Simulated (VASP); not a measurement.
# Rh in VASP: notebook

The runs below take Rh through single point, with PBE.

Program: VASP 6.6.1. These are calculated values, not measurements. Logs are shortened: lines on timing, memory, paths and dates and some standing lists are left out, and cuts for length are marked.

## Step 1: The cell of the first run

The structure is monoclinic, space group C2/m (No. 12). Conventional cell: a = 4.481 Å, b = 2.607 Å, c = 2.608 Å, α = 90.00°, β = 123.91°, γ = 90.00°. Within 3.4 Å of Rh (site symmetry 2/m) lie 12 Rh at 2.59 to 2.65 Å.

## Step 2: Single point, PBE (strained)

Input file INCAR:

```
SYSTEM = Rh
PREC = Accurate
ENCUT = 520
EDIFF = 1E-6
ISMEAR = 0
SIGMA = 0.1
LREAL = .FALSE.
LASPH = .TRUE.
NELM = 100
ALGO = Normal
ISIF = 2
LWAVE = .FALSE.
LCHARG = .FALSE.
GGA = PE
NBANDS = 14
```

Input file KPOINTS:

```
Automatic mesh
0
G
  16 16 16
  0 0 0
```

Input file POSCAR:

```
Rh
1.0
   -0.0189394380      1.8408525240      1.8247844265
    1.8438759885     -0.0380310000      1.8438759885
    1.8247844265      1.8408525240     -0.0189394380
Rh
1
Direct
    0.0000000000      0.0000000000      0.0000000000
```

Potentials or basis: VASP PAW PBE potentials, release 64 (Rh_pv).

The run is started by

```sh
cat potpaw_PBE.64/Rh_pv/POTCAR > POTCAR
mpirun -np 1 vasp_std > vasp.out
```

OUTCAR:

```text
SYSTEM = Rh
   PREC = Accurate
   ENCUT = 520
   EDIFF = 1E-6
   ISMEAR = 0
   LREAL = .FALSE.
   LASPH = .TRUE.
   NELM = 100
   ISIF = 2
   GGA = PE

 ion  position               nearest neighbor table
   1  0.000  0.000  0.000-

  LATTYP: Found a base centered monoclinic cell.
 ALAT       =     4.4807481859
 B/A-ratio  =     0.5819160520
 C/A-ratio  =     0.5820259561
 COS(beta)  =    -0.5579177289

  Lattice vectors:

 A1 = (  -1.8247844265,  -1.8408525240,   0.0189394380)
 A2 = (   0.0189394380,  -1.8408525240,  -1.8247844265)
 A3 = (   1.8438759885,  -0.0380310000,   1.8438759885)

Analysis of symmetry for initial positions (statically):
=====================================================================
 Subroutine PRICEL returns:
 Original cell was already a primitive cell.

 Routine SETGRP: Setting up the symmetry group for a
 base centered monoclinic supercell.

 Subroutine GETGRP returns: Found  4 space group operations
 (whereof  4 operations were pure point group operations)
 out of a pool of  4 trial point group operations.

The static configuration has the point symmetry C_2h.

Analysis of symmetry for dynamics (positions and initial velocities):
=====================================================================
 Subroutine PRICEL returns:
 Original cell was already a primitive cell.

 Routine SETGRP: Setting up the symmetry group for a
 base centered monoclinic supercell.

 Subroutine GETGRP returns: Found  4 space group operations
 (whereof  4 operations were pure point group operations)
 out of a pool of  4 trial point group operations.

The dynamic configuration has the point symmetry C_2h.

 Subroutine INISYM returns: Found  4 space group operations
 (whereof  4 operations are pure point group operations),
 and found     1 'primitive' translations

----------------------------------------------------------------------------------------

                                     Primitive cell

  volume of cell :      12.6429

  direct lattice vectors                    reciprocal lattice vectors
    -0.018939438  1.840852524  1.824784426    -0.268417249  0.268892983  0.273963321
     1.843875989 -0.038031000  1.843875989     0.268452070 -0.263346911  0.268452070
     1.824784426  1.840852524 -0.018939438     0.273963321  0.268892983 -0.268417249

  length of vectors
     2.592090840  2.607911747  2.592090840     0.468409177  0.462043963  0.468409177

  position of ions in fractional coordinates (direct lattice)
     0.000000000  0.000000000  0.000000000

  ion indices of the primitive-cell ions
   primitive index   ion index
                 1           1

----------------------------------------------------------------------------------------

 KPOINTS: Automatic mesh

Automatic generation of k-mesh.
 Grid dimensions read from file:
 generate k-points for:   16   16   16

 Generating k-lattice:

  Cartesian coordinates                     Fractional coordinates (reciprocal lattice)
    -0.016776078  0.016805811  0.017122708     0.062500000  0.000000000 -0.000000000
     0.016778254 -0.016459182  0.016778254     0.000000000  0.062500000  0.000000000
     0.017122708  0.016805811 -0.016776078    -0.000000000 -0.000000000  0.062500000

  Length of vectors
     0.029275574  0.028877748  0.029275574

  Shift w.r.t. Gamma in fractional coordinates (k-lattice)
     0.000000000  0.000000000  0.000000000

 Subroutine IBZKPT returns following result:
 ===========================================

 Found   1098 irreducible k-points:

 Following reciprocal coordinates:
            Coordinates               Weight
  0.000000  0.000000  0.000000      1.000000
  0.062500  0.000000  0.000000      4.000000
  0.125000  0.000000  0.000000      4.000000
  0.187500  0.000000  0.000000      4.000000
  0.250000  0.000000  0.000000      4.000000
  0.312500  0.000000 -0.000000      4.000000
[... 16 lines left out ...]
 -0.187500  0.062500  0.000000      4.000000
 -0.125000  0.062500 -0.000000      4.000000
 [... further k-points ...]
   k-points           NKPTS =   1098   k-points in BZ     NKDIM =   1098   number of bands    NBANDS=     14
   number of dos      NEDOS =    301   number of ions     NIONS =      1
   total plane-waves  NPLWV =   8000
   dimension x,y,z NGX =    20 NGY =   20 NGZ =   20
   dimension x,y,z NGXF=    40 NGYF=   40 NGZF=   40
   ions per type =               1
   NGX,Y,Z   is equivalent  to a cutoff of  12.83, 12.75, 12.83 a.u.
   NGXF,Y,Z  is equivalent  to a cutoff of  25.65, 25.50, 25.65 a.u.
 SYSTEM =  Rh
   PREC   = accura    normal or accurate (medium, high low for compatibility)
   ISTART =      0    job   : 0-new  1-cont  2-samecut
   ICHARG =      2    charge: 1-file 2-atom 10-const
   ISPIN  =      1    spin polarized calculation?
   LNONCOLLINEAR =      F non collinear calculations
   LSORBIT =      F    spin-orbit coupling
   LASPH  =      T    aspherical Exc in radial PAW
   ENCUT  =  520.0 eV  38.22 Ry    6.18 a.u.   4.82  4.85  4.82*2*pi/ulx,y,z
   NELM   =    100;   NELMIN=  2; NELMDL= -5     # of ELM steps
   EDIFF  = 0.1E-05   stopping-criterion for ELM
   LREAL  =      F    real-space projection
   EDIFFG = 0.1E-04   stopping-criterion for IOM
   NSW    =      0    number of steps for IOM
   IBRION =     -1    ionic relax: 0-MD 1-quasi-New 2-CG
   NFREE  =      0    steps in history (QN), initial steepest desc. (CG)
   ISIF   =      2    stress and relaxation
   ISYM   =      2    0-nonsym 1-usesym 2-fastsym
   POTIM  = 0.5000    time-step for ionic-motion
   TEBEG  =    0.0;   TEEND  =   0.0 temperature during run
   PSTRESS=    0.0 pullay stress
   NELECT =      15.0000    total number of electrons
   NUPDOWN=      -1.0000    fix difference up-down
   EMIN   =  10.00;   EMAX   =-10.00  energy-range for DOS
   EFERMI =   0.00;   METHOD = LEGACY
   ISMEAR =     0;   SIGMA  =   0.10  broadening in eV -4-tet -1-fermi 0-gaus
   EFERMI_NEDOS =   21; number of points for ismear=-14 and -15
   IALGO  =     38    algorithm
   IMIX   =      4    mixing-type and parameters
     AMIX     =   0.40;   BMIX     =  1.00
     AMIX_MAG =   1.60;   BMIX_MAG =  1.00
  volume/ion in A,a.u.               =      12.64        85.32
  Fermi-wavevector in a.u.,A,eV,Ry     =   1.733096  3.275076 40.866741  3.003621
  Thomas-Fermi vector in A             =   2.807147
   LORBIT       =      0    0 simple, 1 ext, 2 COOP (PROOUT), +10 PAW based schemes
   GGA     = PE    functional components
   LHFCALC =     F    Hartree Fock is set to
   AEXX    =    0.0000 exact exchange contribution
   IVDW    =     0    specifies the selected vdW correction
   LEPSILON=     F    determine dielectric tensor
   LRPA    =     F    only Hartree local field effects (RPA)
 non-spin polarized calculation
 Gauss-broadening in eV      SIGMA  =   0.10
  energy-cutoff  :      520.00
  volume of cell :       12.64
 maximum number of plane-waves:       350
   NGX =  9   NGY =  9   NGZ =  9

 number of electron      14.9999998 magnetization

 Free energy of the ion-electron system (eV)
  ---------------------------------------------------
  ext. energy  EPLUGINS =         0.00000000
  ---------------------------------------------------
  free energy    TOTEN  =        -7.11051477 eV

  energy without entropy =       -7.10385732  energy(sigma->0) =       -7.10718604

 E-fermi :  13.5006     XC(G=0): -14.5788

 val. band max:       13.5004578001   @ k =   0.3125   0.0625   0.1875
 cond. band min:      13.5019870189   @ k =  -0.3750   0.3750   0.3750
 fundamental gap:      0.0015292188
 Fermi energy:        13.5005742870

 k-point     1 :       0.0000    0.0000    0.0000
  band No.  band energies     occupation
      1     -33.0219      2.00000
      2     -33.0101      2.00000
      3     -33.0016      2.00000
      4       4.9264      2.00000
      5       9.7853      2.00000
      6      10.0250      2.00000
      7      10.1973      2.00000
      8      12.3367      2.00000
      9      12.4678      2.00000
     10      29.4037      0.00000
     11      33.8032      0.00000
     12      34.8250      0.00000
     13      35.4683      0.00000
     14      35.8214      0.00000

 k-point     2 :       0.0625    0.0000    0.0000
  band No.  band energies     occupation
      1     -33.0510      2.00000
      2     -33.0235      2.00000
      3     -33.0083      2.00000
      4       5.0975      2.00000
      5       9.8129      2.00000
      6       9.9959      2.00000
      7      10.2577      2.00000
      8      12.2972      2.00000
      9      12.4235      2.00000
     10      29.6714      0.00000
     11      33.8021      0.00000
     12      34.4155      0.00000
     13      35.3124      0.00000
     14      36.0385      0.00000

 k-point     3 :       0.1250    0.0000    0.0000
  band No.  band energies     occupation
      1     -33.1604      2.00000
      2     -33.0374      2.00000
      3     -33.0240      2.00000
      4       5.5776      2.00000
      5       9.7192      2.00000
      6      10.0688      2.00000
      7      10.4412      2.00000
      8      12.2236      2.00000
      9      12.3334      2.00000
     10      30.3769      0.00000
     11      32.7628      0.00000
     12      33.8053      0.00000
     13      36.0436      0.00000
     14      36.7688      0.00000
[... 324 lines left out ...]
 k-point    23 :      -0.1875    0.0625    0.0000
  band No.  band energies     occupation
      1     -33.3810      2.00000
      2     -33.1000      2.00000
      3     -33.0491      2.00000
      4       6.5774      2.00000
      5       9.4516      2.00000
      6      10.2885      2.00000
      7      10.7288      2.00000
      8      11.9920      2.00000
      9      12.7921      2.00000
     10      30.4550      0.00000
     11      31.4646      0.00000
     12      33.8045      0.00000
     13      36.6927      0.00000
     14      39.0289      0.00000

 k-point    24 :      -0.1250    0.0625   -0.0000
  band No.  band energies     occupation
      1     -33.2171      2.00000
      2     -33.0710      2.00000
      3     -33.0262      2.00000
      4       5.9141      2.00000
      5       9.4839      2.00000
      6      10.2588      2.00000
      7      10.5589      2.00000
      8      11.9947      2.00000
      9      12.5627      2.00000
     10      30.8009      0.00000
     11      32.0885      0.00000
     12      33.8048      0.00000
     13      35.8692      0.00000
     14      37.6586      0.00000

 [... further k-points ...]
[... 5 lines left out ...]
  --------------------------------------------------------------------------------------
  -------------------------------------------------------------------------------------
  Total        2.8949934      2.7082123      2.8949934      0.4388017      0.4388017      0.0096833
  in kB      366.8681789    343.1983382    366.8681789     55.6071652     55.6071680      1.2271156
  external PRESSURE =     358.9782320 kB  Pullay stress =       0.0000000 kB

 VOLUME and BASIS-vectors are now :
 -----------------------------------------------------------------------------
  energy-cutoff  :      520.00
  volume of cell :       12.64
      direct lattice vectors                 reciprocal lattice vectors
    -0.018939438  1.840852524  1.824784426    -0.268417249  0.268892983  0.273963321
     1.843875989 -0.038031000  1.843875989     0.268452070 -0.263346911  0.268452070
     1.824784426  1.840852524 -0.018939438     0.273963321  0.268892983 -0.268417249

 POSITION                                       TOTAL-FORCE (eV/Angst)
 -----------------------------------------------------------------------------------
      0.00000      0.00000      0.00000         0.000000      0.000000      0.000000
 -----------------------------------------------------------------------------------
    total drift:                                0.000000      0.000000      0.000000

  FREE ENERGIE OF THE ION-ELECTRON SYSTEM (eV)
  ---------------------------------------------------
  free  energy   TOTEN  =        -7.1105147655 eV

  energy  without entropy=       -7.1038573186  energy(sigma->0) =       -7.10718604
```

It took 1.8 min on 1 thread of Intel Xeon Platinum 8259CL at 2.50GHz (Skylake/Cascade Lake), shared host; peak memory 0.28 GiB.

What came out:

```
Free energy : -7.1105 eV
Pressure    : 35.9 GPa
```

Stress tensor (GPa, compression positive):
```
36.69  5.56  0.12
 5.56 34.32  5.56
 0.12  5.56 36.69
```

Levels at points of the mesh, in eV from the Fermi level:
```tsv
k point	band 4	band 5	band 6	band 7	band 8	band 9	band 10	band 11
(0.00, 0.00, 0.00)	-8.57	-3.72	-3.48	-3.30	-1.16	-1.03	15.90	20.30
(0.50, 0.00, 0.00)	-6.84	-3.81	-3.36	0.55	0.67	0.80	9.58	15.46
(0.00, 0.50, 0.00)	-6.84	-3.62	-3.48	0.44	0.54	0.72	9.25	15.63
(0.50, 0.50, 0.00)	-7.15	-6.74	0.63	1.14	1.21	3.48	13.39	13.50
(0.50, 0.00, 0.50)	-7.14	-6.73	0.62	1.15	1.19	3.28	13.25	13.95
(0.50, 0.50, 0.50)	-6.85	-3.81	-3.46	0.69	0.78	0.90	9.90	15.28
```

Caveat: the cell differs from its parent crystal (strained).

## Step 3: Single point, PBE (strained)

Input file INCAR:

```
PREC     = Accurate       # precision mode
ENCUT    = 520            # plane-wave cutoff, eV
EDIFF    = 1E-6           # SCF threshold, eV
ISMEAR   = 0              # smearing method
SIGMA    = 0.1            # smearing width, eV
LREAL    = F              # projectors in reciprocal space
LASPH    = T              # aspherical terms in the spheres
NELM     = 100            # most SCF steps
ALGO     = Normal         # electronic algorithm
ISIF     = 2              # what is computed and relaxed
LWAVE    = F              # write WAVECAR
LCHARG   = F              # write CHGCAR
GGA      = PE             # functional
NBANDS   = 14             # bands
```

Input file KPOINTS:

```
Automatic mesh
0
Gamma
  16 16 16
```

Input file POSCAR:

```
Rh
1.0
    0.0042975030      1.9207746705      1.9899530595
    1.9676478780      0.0023198910      1.9919306715
    1.9867014090      1.9418058135     -0.0167336400
Rh
1
Direct
    0.0000000000      0.0000000000      0.0000000000
```

Potentials or basis: VASP PAW PBE potentials, release 64 (Rh_pv).

The run is started by

```sh
cat potpaw_PBE.64/Rh_pv/POTCAR > POTCAR
mpirun -np 1 vasp_std > vasp.out
```

Wall time 3.9 min (1 thread of Intel Xeon Platinum 8259CL at 2.50GHz (Skylake/Cascade Lake), shared host); peak memory 0.48 GiB.

It converged, with:

| Property | Result |
| --- | --- |
| Free energy | -7.1869 eV |
| Pressure | -16.7 GPa |

Stress tensor (GPa, compression positive):
```
-17.30  -1.71   0.88
 -1.71 -13.33   1.28
  0.88   1.28 -19.52
```

Levels at points of the mesh, in eV from the Fermi level:
| k point | band 5 | band 6 | band 7 | band 8 | band 9 | band 10 |
| --- | --- | --- | --- | --- | --- | --- |
| (0.00, 0.00, 0.00) | -2.78 | -2.63 | -2.40 | -1.01 | -0.67 | 16.04 |
| (0.50, 0.00, 0.00) | -2.74 | -2.60 | 0.37 | 0.61 | 0.94 | 7.77 |
| (0.00, 0.50, 0.00) | -2.84 | -2.49 | 0.40 | 0.57 | 0.92 | 7.74 |
| (0.50, 0.50, 0.00) | -5.05 | 0.46 | 0.73 | 0.90 | 2.87 | 10.63 |
| (0.00, 0.00, 0.50) | -2.82 | -2.47 | 0.40 | 0.52 | 0.75 | 7.46 |
| (0.50, 0.00, 0.50) | -5.08 | 0.44 | 0.79 | 0.90 | 3.56 | 11.56 |
| (0.00, 0.50, 0.50) | -5.05 | 0.44 | 0.69 | 0.96 | 3.10 | 10.95 |
| (0.50, 0.50, 0.50) | -2.89 | -2.44 | 0.44 | 0.54 | 0.90 | 7.70 |

Caveat: the cell differs from its parent crystal (strained).

## Step 4: Single point, PBE

This run uses another cell than the first one, of 14.04 Å³/atom, 1.111 times its volume.

Input file INCAR:

```
SYSTEM = Rh
ALGO = Normal
EDIFF = 1E-6
ENCUT = 520
GGA = PE
ISIF = 2
ISMEAR = 0
LASPH = .TRUE.
LCHARG = .FALSE.
LREAL = .FALSE.
LWAVE = .FALSE.
NBANDS = 14
NELM = 100
PREC = Accurate
SIGMA = 0.15
```

Input file KPOINTS:

```
k-points
0
G
  16 16 16
  0 0 0
```

Input file POSCAR:

```
Rh
1.0
    0.0000000000      1.9149654119      1.9149654119
    1.9149654119      0.0000000000      1.9149654119
    1.9149654119      1.9149654119      0.0000000000
Rh
1
Direct
    0.0000000000      0.0000000000      0.0000000000
```

The run is started by

```sh
cat potpaw_PBE.64/Rh_pv/POTCAR > POTCAR
mpirun -np 1 vasp_std > vasp.out
```

It took 10 s on 1 thread of Intel Xeon 6975P-C (Granite Rapids), shared host; peak memory 0.14 GiB.

Results (log left out):

- Free energy: -7.2663 eV
- Pressure: 0.2 GPa

Levels at points of the mesh, in eV from the Fermi level:
| k point | band 4 | band 5 | band 6 | band 7 | band 8 | band 9 | band 10 | band 11 |
| --- | --- | --- | --- | --- | --- | --- | --- | --- |
| (0.00, 0.00, 0.00) | -7.80 | -2.97 | -2.97 | -2.97 | -0.95 | -0.95 | 16.02 | 20.61 |
| (0.50, 0.00, 0.00) | -5.93 | -3.04 | -3.04 | 0.56 | 0.56 | 0.76 | 8.43 | 15.51 |
| (0.50, 0.50, 0.00) | -6.11 | -5.75 | 0.53 | 0.96 | 0.96 | 3.24 | 12.01 | 13.21 |

## Step 5: Summary

| cell | smearing | gap on the mesh (eV) | pressure (GPa) |
| --- | --- | --- | --- |
| a = 2.592, b = 2.608 Å, angles 61.2, 60.4, 61.2°, 1 atom | gaussian 0.1 eV | none | 35.9 |
| a = 2.766, b = 2.800, c = 2.778 Å, angles 60.1, 61.2, 59.1°, 1 atom | gaussian 0.1 eV | none | -16.7 |
| a = 2.708 Å, angles 60.0°, 1 atom | gaussian 0.15 eV | none | 0.2 |

Alike in all rows: task single point; level PBE; potentials or basis VASP PAW PBE potentials, release 64 (Rh_pv); no spin polarisation; k mesh 16 × 16 × 16; cutoff (eV) 520.

Absolute energies hang on the potentials; compare differences alone.
